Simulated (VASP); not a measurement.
# Tl (Im-3m) in VASP: a series of runs

Tl is run at these levels: PBE; tasks: electric field gradients.

Program: VASP 6.6.1. These are calculated values, not measurements. Logs are shortened: lines on timing, memory, paths and dates and some standing lists are left out, and cuts for length are marked.

**1. The cell of the first run**

Symmetry: Im-3m, No. 229, cubic system. The conventional cell has a = 3.816 Å, b = 3.816 Å, c = 3.816 Å, α = 90.00°, β = 90.00°, γ = 90.00°. Within 4.3 Å of Tl (site symmetry m-3m) lie 14 Tl at 3.30 to 3.82 Å.

This isn't the form of Tl at room conditions, which is hcp.

**2. Electric field gradients, PBE (27.79 Å³/atom)**

The input, INCAR:

```
PREC     = Accurate       # precision mode
ENCUT    = 520            # plane-wave cutoff, eV
EDIFF    = 1E-8           # SCF threshold, eV
ISMEAR   = -1             # smearing method
SIGMA    = 0.05           # smearing width, eV
LREAL    = F              # projectors in reciprocal space
LASPH    = T              # aspherical terms in the spheres
NELM     = 100            # most SCF steps
ALGO     = Normal         # electronic algorithm
ISIF     = 2              # what is computed and relaxed
LWAVE    = F              # write WAVECAR
LCHARG   = F              # write CHGCAR
GGA      = PE             # functional
LEFG     = T            
NBANDS   = 12             # bands
```

The input, KPOINTS:

```
Automatic mesh
0
Gamma
  13 13 13
```

The input, POSCAR:

```
Tl
1.0
   -1.9080953382      1.9080953382      1.9080953382
    1.9080953382     -1.9080953382      1.9080953382
    1.9080953382      1.9080953382     -1.9080953382
Tl
1
Direct
    0.0000000000      0.0000000000      0.0000000000
```

Potentials or basis: VASP PAW PBE potentials, release 64 (Tl_d).

Launch:

```sh
> cat potpaw_PBE.64/Tl_d/POTCAR > POTCAR
> mpirun -np 1 vasp_std > vasp.out
```

OUTCAR:

```text
PREC = Accurate
   ENCUT = 520
   EDIFF = 1E-8
   ISMEAR = -1
   LREAL = F
   LASPH = T
   NELM = 100
   ISIF = 2
   GGA = PE

 ion  position               nearest neighbor table
   1  0.000  0.000  0.000-

  LATTYP: Found a body centered cubic cell.
 ALAT       =     3.8161906764

  Lattice vectors:

 A1 = (  -1.9080953382,   1.9080953382,   1.9080953382)
 A2 = (   1.9080953382,  -1.9080953382,   1.9080953382)
 A3 = (   1.9080953382,   1.9080953382,  -1.9080953382)

Analysis of symmetry for initial positions (statically):
=====================================================================
 Subroutine PRICEL returns:
 Original cell was already a primitive cell.

 Routine SETGRP: Setting up the symmetry group for a
 body centered cubic supercell.

 Subroutine GETGRP returns: Found 48 space group operations
 (whereof 48 operations were pure point group operations)
 out of a pool of 48 trial point group operations.

The static configuration has the point symmetry O_h .

Analysis of symmetry for dynamics (positions and initial velocities):
=====================================================================
 Subroutine PRICEL returns:
 Original cell was already a primitive cell.

 Routine SETGRP: Setting up the symmetry group for a
 body centered cubic supercell.

 Subroutine GETGRP returns: Found 48 space group operations
 (whereof 48 operations were pure point group operations)
 out of a pool of 48 trial point group operations.

The dynamic configuration has the point symmetry O_h .

 Subroutine INISYM returns: Found 48 space group operations
 (whereof 48 operations are pure point group operations),
 and found     1 'primitive' translations

----------------------------------------------------------------------------------------

                                     Primitive cell

  volume of cell :      27.7882

  direct lattice vectors                    reciprocal lattice vectors
    -1.908095338  1.908095338  1.908095338     0.000000000  0.262041414  0.262041414
[... 125 lines left out ...]
  ---------------------------------------------------
  ext. energy  EPLUGINS =         0.00000000
  ---------------------------------------------------
  free energy    TOTEN  =        -2.17590585 eV

  energy without entropy =       -2.17079247  energy(sigma->0) =       -2.17334916

 E-fermi :   6.8626     XC(G=0): -10.3375

 val. band max:        6.8334174745   @ k =  -0.3846   0.3846   0.1538
 cond. band min:       6.8919539416   @ k =  -0.3077   0.4615   0.0769
 fundamental gap:      0.0585364670
 Fermi energy:         6.8625745724

 k-point     1 :       0.0000    0.0000    0.0000
  band No.  band energies     occupation
      1      -4.8410      2.00000
      2      -4.8410      2.00000
      3      -4.8410      2.00000
      4      -4.3795      2.00000
      5      -4.3795      2.00000
      6      -3.3587      2.00000
      7      18.0427      0.00000
      8      18.0427      0.00000
      9      18.0427      0.00000
     10      19.2941      0.00000
     11      19.2941      0.00000
     12      19.2941      0.00000
[... 331 lines left out ...]
 k-point    24 :       0.2308    0.0769    0.0769
  band No.  band energies     occupation
      1      -4.9595      2.00000
      2      -4.8856      2.00000
      3      -4.4348      2.00000
      4      -4.3829      2.00000
      5      -4.3741      2.00000
      6      -0.7551      2.00000
      7       8.6464      0.00000
      8      12.3695      0.00000
      9      13.4778      0.00000
     10      19.8823      0.00000
     11      20.2635      0.00000
     12      21.9294      0.00000

 [... further k-points ...]

------------------------ aborting loop because EDIFF is reached ----------------------------------------

  FORCE on cell =-STRESS in cart. coord.  units (eV):
  Direction    XX          YY          ZZ          XY          YZ          ZX
  --------------------------------------------------------------------------------------
  -------------------------------------------------------------------------------------
  Total        0.7695403      0.7695403      0.7695403      0.0000000      0.0000000      0.0000000
  in kB       44.3692166     44.3692166     44.3692166      0.0000000      0.0000000      0.0000000
  external PRESSURE =      44.3692166 kB  Pullay stress =       0.0000000 kB

 VOLUME and BASIS-vectors are now :
 -----------------------------------------------------------------------------
  energy-cutoff  :      520.00
  volume of cell :       27.79
      direct lattice vectors                 reciprocal lattice vectors
    -1.908095338  1.908095338  1.908095338     0.000000000  0.262041414  0.262041414
     1.908095338 -1.908095338  1.908095338     0.262041414  0.000000000  0.262041414
     1.908095338  1.908095338 -1.908095338     0.262041414  0.262041414  0.000000000

 POSITION                                       TOTAL-FORCE (eV/Angst)
 -----------------------------------------------------------------------------------
      0.00000      0.00000      0.00000        -0.000000      0.000000      0.000000
 -----------------------------------------------------------------------------------
    total drift:                               -0.000000     -0.000000     -0.000000

  FREE ENERGIE OF THE ION-ELECTRON SYSTEM (eV)
  ---------------------------------------------------
  free  energy   TOTEN  =        -2.1759058518 eV

  energy  without entropy=       -2.1707924726  energy(sigma->0) =       -2.17334916

 Electric field gradients (V/A^2)
---------------------------------------------------------------------
 ion       V_xx      V_yy      V_zz      V_xy      V_xz      V_yz
---------------------------------------------------------------------
   1      -0.000     0.000     0.000     0.001     0.001     0.001
---------------------------------------------------------------------

 Electric field gradients after diagonalization (V/A^2)
 (convention: |V_zz| > |V_xx| > |V_yy|)
----------------------------------------------------------------------
 ion       V_xx      V_yy      V_zz     asymmetry (V_yy - V_xx)/ V_zz
----------------------------------------------------------------------
   1      -0.001    -0.001     0.001       0.000
----------------------------------------------------------------------

           NMR quadrupolar parameters

 Cq : quadrupolar parameter    Cq=e*Q*V_zz/h
 eta: asymmetry parameters     (V_yy - V_xx)/ V_zz
 Q  : nuclear electric quadrupole moment in mb (millibarn)
----------------------------------------------------------------------
 ion       Cq(MHz)       eta       Q (mb)
----------------------------------------------------------------------
   1       0.000       0.000       1.000
----------------------------------------------------------------------
```

OSZICAR:

```text
N       E                     dE             d eps       ncg     rms          rms(c)
DAV:   1     0.523653180355E+02    0.52365E+02   -0.66156E+03  2112   0.939E+02
DAV:   2    -0.158050404309E+01   -0.53946E+02   -0.52948E+02  2304   0.219E+02
DAV:   3    -0.220284766654E+01   -0.62234E+00   -0.62197E+00  2380   0.211E+01
DAV:   4    -0.220550386323E+01   -0.26562E-02   -0.26561E-02  2264   0.159E+00
DAV:   5    -0.220553441049E+01   -0.30547E-04   -0.30548E-04  2328   0.164E-01    0.245E+00
DAV:   6    -0.218071710392E+01    0.24817E-01   -0.38724E-02  2176   0.188E+00    0.170E+00
DAV:   7    -0.217617339843E+01    0.45437E-02   -0.13749E-02  2252   0.111E+00    0.662E-01
DAV:   8    -0.217590072013E+01    0.27268E-03   -0.64920E-04  2248   0.242E-01    0.335E-02
DAV:   9    -0.217590350693E+01   -0.27868E-05   -0.57589E-06  2288   0.249E-02    0.117E-02
DAV:  10    -0.217590581398E+01   -0.23070E-05   -0.18597E-06  2304   0.130E-02    0.838E-04
DAV:  11    -0.217590583994E+01   -0.25963E-07   -0.60098E-08  2248   0.189E-03    0.389E-04
DAV:  12    -0.217590585236E+01   -0.12420E-07   -0.75508E-09  1316   0.874E-04    0.196E-05
DAV:  13    -0.217590585176E+01    0.60345E-09   -0.24546E-10  1188   0.171E-04
   1 F= -.21759059E+01 E0= -.21733492E+01  d E =-.511338E-02
```

Wall time 38 s (1 thread of Intel Xeon 8259CL, shared host); peak memory 0.17 GiB.

What came out:

```yaml
Free_energy: -2.1759 eV
Pressure: 4.4 GPa
Band_gap_on_the_k_mesh: zero (an odd number of electrons rules out a gap without spin polarisation)
Largest_electric_field_gradient_by_atom: under 0.05 V/Å² on every atom
```

Levels at points of the mesh, in eV from the Fermi level:
| k point | band 3 | band 4 | band 5 | band 6 | band 7 | band 8 | band 9 | band 10 |
| --- | --- | --- | --- | --- | --- | --- | --- | --- |
| (0.00, 0.00, 0.00) | -11.70 | -11.24 | -11.24 | -10.22 | 11.18 | 11.18 | 11.18 | 12.43 |

Caveat: the cell stands under pressure; spin-orbit coupling is left out, which moves the levels of the heavy elements.

**3. Electric field gradients, PBE (28.52 Å³/atom)**

This run uses another cell than the first one, of 28.52 Å³/atom.

The input, INCAR:

```
SYSTEM = Tl
PREC = Accurate ; ENCUT = 520
EDIFF = 1E-8 ; ISMEAR = -1
SIGMA = 0.05 ; LREAL = .False.
LASPH = .True. ; NELM = 100
ALGO = Normal ; ISIF = 2
LWAVE = .False. ; LCHARG = .False.
GGA = PE ; LEFG = .True.
NBANDS = 12
```

The input, KPOINTS:

```
regular mesh
0
Gamma
  13 13 13
  0 0 0
```

The input, POSCAR:

```
Tl
1.0
   -1.9246883044      1.9246883044      1.9246883044
    1.9246883044     -1.9246883044      1.9246883044
    1.9246883044      1.9246883044     -1.9246883044
Tl
1
Direct
    0.0000000000      0.0000000000      0.0000000000
```

Potentials or basis: VASP PAW PBE potentials, release 64 (Tl_d).

Launch:

```sh
> cat potpaw_PBE.64/Tl_d/POTCAR > POTCAR
> mpirun -np 1 vasp_std > vasp.out
```

OUTCAR:

```text
SYSTEM = Tl
   PREC = Accurate
   ENCUT = 520
   EDIFF = 1E-8
   ISMEAR = -1
   LREAL = .False.
   LASPH = .True.
   NELM = 100
   ISIF = 2
   GGA = PE

 ion  position               nearest neighbor table
   1  0.000  0.000  0.000-

  LATTYP: Found a body centered cubic cell.
 ALAT       =     3.8493766088

  Lattice vectors:

 A1 = (  -1.9246883044,   1.9246883044,   1.9246883044)
 A2 = (   1.9246883044,  -1.9246883044,   1.9246883044)
 A3 = (   1.9246883044,   1.9246883044,  -1.9246883044)

Analysis of symmetry for initial positions (statically):
=====================================================================
 Subroutine PRICEL returns:
 Original cell was already a primitive cell.

 Routine SETGRP: Setting up the symmetry group for a
 body centered cubic supercell.

 Subroutine GETGRP returns: Found 48 space group operations
 (whereof 48 operations were pure point group operations)
 out of a pool of 48 trial point group operations.

The static configuration has the point symmetry O_h .

Analysis of symmetry for dynamics (positions and initial velocities):
=====================================================================
 Subroutine PRICEL returns:
 Original cell was already a primitive cell.

 Routine SETGRP: Setting up the symmetry group for a
 body centered cubic supercell.

 Subroutine GETGRP returns: Found 48 space group operations
 (whereof 48 operations were pure point group operations)
 out of a pool of 48 trial point group operations.

The dynamic configuration has the point symmetry O_h .

 Subroutine INISYM returns: Found 48 space group operations
 (whereof 48 operations are pure point group operations),
 and found     1 'primitive' translations

----------------------------------------------------------------------------------------

                                     Primitive cell

  volume of cell :      28.5195

  direct lattice vectors                    reciprocal lattice vectors
    -1.924688304  1.924688304  1.924688304     0.000000000  0.259782324  0.259782324
     1.924688304 -1.924688304  1.924688304     0.259782324  0.000000000  0.259782324
     1.924688304  1.924688304 -1.924688304     0.259782324  0.259782324  0.000000000

  length of vectors
     3.333657932  3.333657932  3.333657932     0.367387685  0.367387685  0.367387685

  position of ions in fractional coordinates (direct lattice)
     0.000000000  0.000000000  0.000000000

  ion indices of the primitive-cell ions
   primitive index   ion index
                 1           1

----------------------------------------------------------------------------------------

 KPOINTS: regular mesh

Automatic generation of k-mesh.
 Grid dimensions read from file:
 generate k-points for:   13   13   13

 Generating k-lattice:

  Cartesian coordinates                     Fractional coordinates (reciprocal lattice)
     0.000000000  0.019983256  0.019983256     0.076923077  0.000000000  0.000000000
[... 71 lines left out ...]
   NUPDOWN=      -1.0000    fix difference up-down
   EMIN   =  10.00;   EMAX   =-10.00  energy-range for DOS
   EFERMI =   0.00;   METHOD = LEGACY
   ISMEAR =    -1;   SIGMA  =   0.05  broadening in eV -4-tet -1-fermi 0-gaus
   EFERMI_NEDOS =   21; number of points for ismear=-14 and -15
   IALGO  =     38    algorithm
   IMIX   =      4    mixing-type and parameters
     AMIX     =   0.40;   BMIX     =  1.00
     AMIX_MAG =   1.60;   BMIX_MAG =  1.00
  volume/ion in A,a.u.               =      28.52       192.46
  Fermi-wavevector in a.u.,A,eV,Ry     =   1.259918  2.380899 21.597791  1.587393
  Thomas-Fermi vector in A             =   2.393454
   LORBIT       =      0    0 simple, 1 ext, 2 COOP (PROOUT), +10 PAW based schemes
   GGA     = PE    functional components
   LHFCALC =     F    Hartree Fock is set to
   AEXX    =    0.0000 exact exchange contribution
   IVDW    =     0    specifies the selected vdW correction
   LEPSILON=     F    determine dielectric tensor
   LRPA    =     F    only Hartree local field effects (RPA)
 non-spin polarized calculation
  energy-cutoff  :      520.00
  volume of cell :       28.52
 maximum number of plane-waves:       778
 NGX is ok and might be reduce to    28
   NGX = 13   NGY = 13   NGZ = 13

 number of electron      12.9999998 magnetization

 Free energy of the ion-electron system (eV)
  ---------------------------------------------------
  ext. energy  EPLUGINS =         0.00000000
  ---------------------------------------------------
  free energy    TOTEN  =        -2.19376782 eV

  energy without entropy =       -2.18837718  energy(sigma->0) =       -2.19107250

 E-fermi :   6.5825     XC(G=0): -10.2066

 val. band max:        6.5728910837   @ k =   0.2308   0.2308   0.2308
 cond. band min:       6.6005088318   @ k =  -0.3077   0.4615   0.0769
 fundamental gap:      0.0276177481
 Fermi energy:         6.5825484911

 k-point     1 :       0.0000    0.0000    0.0000
  band No.  band energies     occupation
      1      -5.0786      2.00000
      2      -5.0786      2.00000
      3      -5.0786      2.00000
      4      -4.6447      2.00000
      5      -4.6447      2.00000
      6      -3.4564      2.00000
      7      17.4785      0.00000
      8      17.4785      0.00000
      9      17.4785      0.00000
     10      18.9563      0.00000
     11      18.9563      0.00000
     12      18.9563      0.00000
[... 331 lines left out ...]
 k-point    24 :       0.2308    0.0769    0.0769
  band No.  band energies     occupation
      1      -5.1882      2.00000
      2      -5.1150      2.00000
      3      -4.6964      2.00000
      4      -4.6484      2.00000
      5      -4.6360      2.00000
      6      -0.9307      2.00000
      7       8.3053      0.00000
      8      11.9852      0.00000
      9      13.1007      0.00000
     10      19.3657      0.00000
     11      19.8414      0.00000
     12      21.4106      0.00000

 [... further k-points ...]

------------------------ aborting loop because EDIFF is reached ----------------------------------------

  FORCE on cell =-STRESS in cart. coord.  units (eV):
  Direction    XX          YY          ZZ          XY          YZ          ZX
  --------------------------------------------------------------------------------------
  -------------------------------------------------------------------------------------
  Total        0.5781502      0.5781502      0.5781502      0.0000000     -0.0000000      0.0000000
  in kB       32.4795533     32.4795533     32.4795533      0.0000000     -0.0000000      0.0000000
  external PRESSURE =      32.4795533 kB  Pullay stress =       0.0000000 kB

 VOLUME and BASIS-vectors are now :
 -----------------------------------------------------------------------------
  energy-cutoff  :      520.00
  volume of cell :       28.52
      direct lattice vectors                 reciprocal lattice vectors
    -1.924688304  1.924688304  1.924688304     0.000000000  0.259782324  0.259782324
     1.924688304 -1.924688304  1.924688304     0.259782324  0.000000000  0.259782324
     1.924688304  1.924688304 -1.924688304     0.259782324  0.259782324  0.000000000

 POSITION                                       TOTAL-FORCE (eV/Angst)
 -----------------------------------------------------------------------------------
      0.00000      0.00000      0.00000         0.000000     -0.000000     -0.000000
 -----------------------------------------------------------------------------------
    total drift:                               -0.000000     -0.000000     -0.000000

  FREE ENERGIE OF THE ION-ELECTRON SYSTEM (eV)
  ---------------------------------------------------
  free  energy   TOTEN  =        -2.1937678218 eV

  energy  without entropy=       -2.1883771802  energy(sigma->0) =       -2.19107250

 Electric field gradients (V/A^2)
---------------------------------------------------------------------
 ion       V_xx      V_yy      V_zz      V_xy      V_xz      V_yz
---------------------------------------------------------------------
   1      -0.000    -0.000    -0.000     0.001     0.001     0.001
---------------------------------------------------------------------

 Electric field gradients after diagonalization (V/A^2)
 (convention: |V_zz| > |V_xx| > |V_yy|)
----------------------------------------------------------------------
 ion       V_xx      V_yy      V_zz     asymmetry (V_yy - V_xx)/ V_zz
----------------------------------------------------------------------
   1      -0.001    -0.001     0.001       0.000
----------------------------------------------------------------------

           NMR quadrupolar parameters

 Cq : quadrupolar parameter    Cq=e*Q*V_zz/h
 eta: asymmetry parameters     (V_yy - V_xx)/ V_zz
 Q  : nuclear electric quadrupole moment in mb (millibarn)
----------------------------------------------------------------------
 ion       Cq(MHz)       eta       Q (mb)
----------------------------------------------------------------------
   1       0.000       0.000       1.000
----------------------------------------------------------------------
```

stdout:

```text
POSCAR found type information on POSCAR Tl
 POSCAR found :  1 types and       1 ions
 scaLAPACK will be used
 LDA part: xc-table for (Slater+PW92), standard interpolation
 POSCAR, INCAR and KPOINTS ok, starting setup
 FFT: planning ... GRIDC
 FFT: planning ... GRID_SOFT
 FFT: planning ... GRID
 WAVECAR not read
 entering main loop
ion   1
```

It took 38 s on 1 thread of Intel Xeon 8259CL, shared host; peak memory 0.17 GiB.

What came out:

| Property | Result |
| --- | --- |
| Free energy | -2.1938 eV |
| Pressure | 3.2 GPa |
| Band gap on the k mesh | zero (an odd number of electrons rules out a gap without spin polarisation) |
| Largest electric field gradient by atom | under 0.05 V/Å² on every atom |

Levels at points of the mesh, in eV from the Fermi level:
```tsv
k point	band 2	band 3	band 4	band 5	band 6	band 7	band 8	band 9	band 10	band 11
(0.00, 0.00, 0.00)	-11.66	-11.66	-11.23	-11.23	-10.04	10.90	10.90	10.90	12.37	12.37
```

Caveat: the cell stands under pressure; spin-orbit coupling is left out, which moves the levels of the heavy elements.

(Part 1 of 2 ends here.)

The gap in the log of VASP goes by the Fermi energy; the results here count the filled bands.